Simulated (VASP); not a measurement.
# MgO in VASP: notebook, part 3 of 4

VASP 6.6.1. The steps go on from the part before.

## Step 4: Single point, r2SCAN (biaxial strain in the a-b plane: +2.0 %)

POSCAR

```
MgO
1.0
    2.1442449725      2.1442449725      0.0000000000
   -2.1442449725      2.1442449725      0.0000000000
    0.0000000000      0.0000000000      4.1539490840
Mg O
2 2
Direct
    0.0000000000      0.0000000000      0.0000000000
    0.5000000000      0.5000000000      0.5000000000
    0.5000000000      0.5000000000      0.0000000000
    0.0000000000      0.0000000000      0.5000000000
```

INCAR.step1

```
SYSTEM = MgO
ALGO = Normal
EDIFF = 1E-4
ENCUT = 520
GGA = PE
ISMEAR = 0
LASPH = .True.
LCHARG = .False.
LREAL = .False.
LWAVE = .True.
NBANDS = 16
NELM = 60
PREC = Accurate
SIGMA = 0.02
```

INCAR.step2

```
SYSTEM = MgO
ALGO = Normal
EDIFF = 1E-7
ENCUT = 520
ISIF = 2
ISMEAR = 0
ISTART = 1
LASPH = .True.
LCHARG = .False.
LMIXTAU = .True.
LREAL = .False.
LWAVE = .False.
METAGGA = R2SCAN
NBANDS = 16
NELM = 60
PREC = Accurate
SIGMA = 0.02
```

KPOINTS

```
k-points
0
Gamma
  8 8 6
  0 0 0
```

Potentials or basis: VASP PAW PBE potentials, release 64 (Mg, O).

The run is started by

```
cat potpaw_PBE.64/Mg/POTCAR potpaw_PBE.64/O/POTCAR > POTCAR
cp INCAR.step1 INCAR
mpirun -np 1 vasp_std > vasp.out
cp INCAR.step2 INCAR
mpirun -np 1 vasp_std > vasp.out
```

OUTCAR:

```text
SYSTEM = MgO
   EDIFF = 1E-7
   ENCUT = 520
   ISIF = 2
   ISMEAR = 0
   ISTART = 1
   LASPH = .True.
   LREAL = .False.
   METAGGA = R2SCAN
   NELM = 60
   PREC = Accurate

 ion  position               nearest neighbor table
   1  0.000  0.000  0.000-   4 2.08   4 2.08   3 2.14   3 2.14   3 2.14   3 2.14   2 2.99   2 2.99
                             2 2.99   2 2.99   2 2.99   2 2.99   2 2.99   2 2.99
   2  0.500  0.500  0.500-   3 2.08   3 2.08   4 2.14   4 2.14   4 2.14   4 2.14   1 2.99   1 2.99
                             1 2.99   1 2.99   1 2.99   1 2.99   1 2.99   1 2.99
   3  0.500  0.500  0.000-   2 2.08   2 2.08   1 2.14   1 2.14   1 2.14   1 2.14
   4  0.000  0.000  0.500-   1 2.08   1 2.08   2 2.14   2 2.14   2 2.14   2 2.14

  LATTYP: Found a simple tetragonal cell.
 ALAT       =     3.0324203212
 C/A-ratio  =     1.3698460781

  Lattice vectors:

 A1 = (   2.1442449725,   2.1442449725,   0.0000000000)
 A2 = (  -2.1442449725,   2.1442449725,   0.0000000000)
 A3 = (   0.0000000000,   0.0000000000,   4.1539490840)

Analysis of symmetry for initial positions (statically):
=====================================================================
 Subroutine PRICEL returns following result:

  LATTYP: Found a body centered tetragonal cell.
 ALAT       =     3.0324203212
 C/A-ratio  =     1.3698460781

  Lattice vectors:

 A1 = (   0.0000000000,  -2.1442449725,  -2.0769745420)
 A2 = (   0.0000000000,   2.1442449725,  -2.0769745420)
 A3 = (   2.1442449725,   0.0000000000,   2.0769745420)

   2 primitive cells build up your supercell.

 Routine SETGRP: Setting up the symmetry group for a
 simple tetragonal supercell.

 Subroutine GETGRP returns: Found 16 space group operations
 (whereof 16 operations were pure point group operations)
 out of a pool of 16 trial point group operations.

The static configuration has the point symmetry D_4h.

Analysis of symmetry for dynamics (positions and initial velocities):
=====================================================================
 Subroutine PRICEL returns following result:

  LATTYP: Found a body centered tetragonal cell.
 ALAT       =     3.0324203212
 C/A-ratio  =     1.3698460781

  Lattice vectors:

 A1 = (   0.0000000000,  -2.1442449725,  -2.0769745420)
 A2 = (   0.0000000000,   2.1442449725,  -2.0769745420)
 A3 = (   2.1442449725,   0.0000000000,   2.0769745420)

   2 primitive cells build up your supercell.

 Routine SETGRP: Setting up the symmetry group for a
 simple tetragonal supercell.

 Subroutine GETGRP returns: Found 16 space group operations
 (whereof 16 operations were pure point group operations)
 out of a pool of 16 trial point group operations.

The dynamic configuration has the point symmetry D_4h.

 Subroutine INISYM returns: Found 16 space group operations
 (whereof 16 operations are pure point group operations),
 and found     2 'primitive' translations

----------------------------------------------------------------------------------------

                                     Primitive cell

  volume of cell :      19.0990

  direct lattice vectors                    reciprocal lattice vectors
     0.000000000 -2.144244973 -2.076974542     0.233182312 -0.233182312 -0.240734775
[... 42 lines left out ...]
            Coordinates               Weight
  0.000000  0.000000  0.000000      1.000000
  0.125000  0.000000  0.000000      4.000000
  0.250000  0.000000  0.000000      4.000000
  0.375000  0.000000  0.000000      4.000000
  0.500000  0.000000  0.000000      2.000000
  0.125000  0.125000  0.000000      4.000000
[... 16 lines left out ...]
  0.375000  0.125000  0.166667     16.000000
  0.500000  0.125000  0.166667      8.000000
 [... further k-points ...]
   k-points           NKPTS =     60   k-points in BZ     NKDIM =     60   number of bands    NBANDS=     16
   number of dos      NEDOS =    301   number of ions     NIONS =      4
   total plane-waves  NPLWV =  18432
   dimension x,y,z NGX =    24 NGY =   24 NGZ =   32
   dimension x,y,z NGXF=    48 NGYF=   48 NGZF=   64
   ions per type =               2   2
   NGX,Y,Z   is equivalent  to a cutoff of  13.16, 13.16, 12.81 a.u.
   NGXF,Y,Z  is equivalent  to a cutoff of  26.31, 26.31, 25.61 a.u.
 SYSTEM =  MgO
   PREC   = accura    normal or accurate (medium, high low for compatibility)
   ISTART =      1    job   : 0-new  1-cont  2-samecut
   ICHARG =      0    charge: 1-file 2-atom 10-const
   ISPIN  =      1    spin polarized calculation?
   LNONCOLLINEAR =      F non collinear calculations
   LSORBIT =      F    spin-orbit coupling
   LASPH  =      T    aspherical Exc in radial PAW
   ENCUT  =  520.0 eV  38.22 Ry    6.18 a.u.   5.64  5.64  7.72*2*pi/ulx,y,z
   NELM   =     60;   NELMIN=  2; NELMDL=  0     # of ELM steps
   EDIFF  = 0.1E-06   stopping-criterion for ELM
   LREAL  =      F    real-space projection
   EDIFFG = 0.1E-05   stopping-criterion for IOM
   NSW    =      0    number of steps for IOM
   IBRION =     -1    ionic relax: 0-MD 1-quasi-New 2-CG
   NFREE  =      0    steps in history (QN), initial steepest desc. (CG)
   ISIF   =      2    stress and relaxation
   ISYM   =      2    0-nonsym 1-usesym 2-fastsym
   POTIM  = 0.5000    time-step for ionic-motion
   TEBEG  =    0.0;   TEEND  =   0.0 temperature during run
   PSTRESS=    0.0 pullay stress
   NELECT =      16.0000    total number of electrons
   NUPDOWN=      -1.0000    fix difference up-down
   EMIN   =  10.00;   EMAX   =-10.00  energy-range for DOS
   EFERMI =   0.00;   METHOD = LEGACY
   ISMEAR =     0;   SIGMA  =   0.02  broadening in eV -4-tet -1-fermi 0-gaus
   EFERMI_NEDOS =   21; number of points for ismear=-14 and -15
   IALGO  =     38    algorithm
   IMIX   =      4    mixing-type and parameters
     AMIX     =   0.40;   BMIX     =  1.00
     AMIX_MAG =   1.60;   BMIX_MAG =  1.00
  volume/ion in A,a.u.               =       9.55        64.44
  Fermi-wavevector in a.u.,A,eV,Ry     =   1.224902  2.314730 20.413991  1.500386
  Thomas-Fermi vector in A             =   2.359960
   LORBIT       =      0    0 simple, 1 ext, 2 COOP (PROOUT), +10 PAW based schemes
   METAGGA = R2SCAN    functional components
   LHFCALC =     F    Hartree Fock is set to
   AEXX    =    0.0000 exact exchange contribution
   IVDW    =     0    specifies the selected vdW correction
   LEPSILON=     F    determine dielectric tensor
   LRPA    =     F    only Hartree local field effects (RPA)
 non-spin polarized calculation
 Gauss-broadening in eV      SIGMA  =   0.02
  energy-cutoff  :      520.00
  volume of cell :       38.20
 maximum number of plane-waves:      1044
 NGX is ok and might be reduce to    24
   NGX = 11   NGY = 11   NGZ = 15

 number of electron      16.0000008 magnetization

 Free energy of the ion-electron system (eV)
  ---------------------------------------------------
  ext. energy  EPLUGINS =         0.00000000
  ---------------------------------------------------
  free energy    TOTEN  =       -32.28686673 eV

  energy without entropy =      -32.28686673  energy(sigma->0) =      -32.28686673

 E-fermi :   2.8100     XC(G=0): -11.4801

 val. band max:        2.6391148274   @ k =   0.0000   0.0000   0.0000
 cond. band min:       7.9909541139   @ k =   0.0000   0.0000   0.0000
 fundamental gap:      5.3518392866
 Fermi energy:         2.8100483762

 k-point     1 :       0.0000    0.0000    0.0000
  band No.  band energies     occupation
      1     -15.4766      2.00000
      2     -13.9875      2.00000
      3      -1.3211      2.00000
      4       1.1818      2.00000
      5       1.1818      2.00000
      6       2.5620      2.00000
[... 433 lines left out ...]
      3      -1.0888      2.00000
      4      -1.0888      2.00000
      5       1.0220      2.00000
      6       1.0220      2.00000
[... 8 lines left out ...]
     15      20.5013      0.00000
     16      20.5013      0.00000

 [... further k-points ...]

------------------------ aborting loop because EDIFF is reached ----------------------------------------

  FORCE on cell =-STRESS in cart. coord.  units (eV):
  Direction    XX          YY          ZZ          XY          YZ          ZX
  --------------------------------------------------------------------------------------
  -------------------------------------------------------------------------------------
  Total       -1.7126758     -1.7126758     -0.2415397      0.0000000      0.0000000      0.0000000
  in kB      -71.8366035    -71.8366035    -10.1311588      0.0000000      0.0000000      0.0000000
  external PRESSURE =     -51.2681219 kB  Pullay stress =       0.0000000 kB

 VOLUME and BASIS-vectors are now :
 -----------------------------------------------------------------------------
  energy-cutoff  :      520.00
  volume of cell :       38.20
      direct lattice vectors                 reciprocal lattice vectors
     2.144244973  2.144244973  0.000000000     0.233182312  0.233182312  0.000000000
    -2.144244973  2.144244973  0.000000000    -0.233182312  0.233182312  0.000000000
     0.000000000  0.000000000  4.153949084     0.000000000  0.000000000  0.240734775

 POSITION                                       TOTAL-FORCE (eV/Angst)
 -----------------------------------------------------------------------------------
      0.00000      0.00000      0.00000        -0.000000      0.000000     -0.000000
      0.00000      2.14424      2.07697        -0.000000     -0.000000      0.000000
      0.00000      2.14424      0.00000         0.000000     -0.000000      0.000000
      0.00000      0.00000      2.07697        -0.000000      0.000000     -0.000000
 -----------------------------------------------------------------------------------
    total drift:                                0.000000     -0.000000     -0.000000

  FREE ENERGIE OF THE ION-ELECTRON SYSTEM (eV)
  ---------------------------------------------------
  free  energy   TOTEN  =       -32.2868667300 eV

  energy  without entropy=      -32.2868667300  energy(sigma->0) =      -32.28686673
```

Run time: 3.3 min. Hardware: 1 thread of AMD EPYC 7R13, shared host; peak memory 0.15 GiB.

What came out:

```yaml
Free_energy: -32.2869 eV
Pressure: -5.1 GPa
Band_gap_on_the_k_mesh: 5.35 eV
```

Stress tensor (GPa, compression positive):
```
-7.18  0.00  0.00
 0.00 -7.18  0.00
 0.00  0.00 -1.01
```

Caveat: the cell differs from its parent crystal (biaxial strain in the a-b plane: +2.0 %); the cell stands under tension; the PAW data sets were made with another functional, which shifts forces and pressure a little.

(Continued in part 4 of 4.)
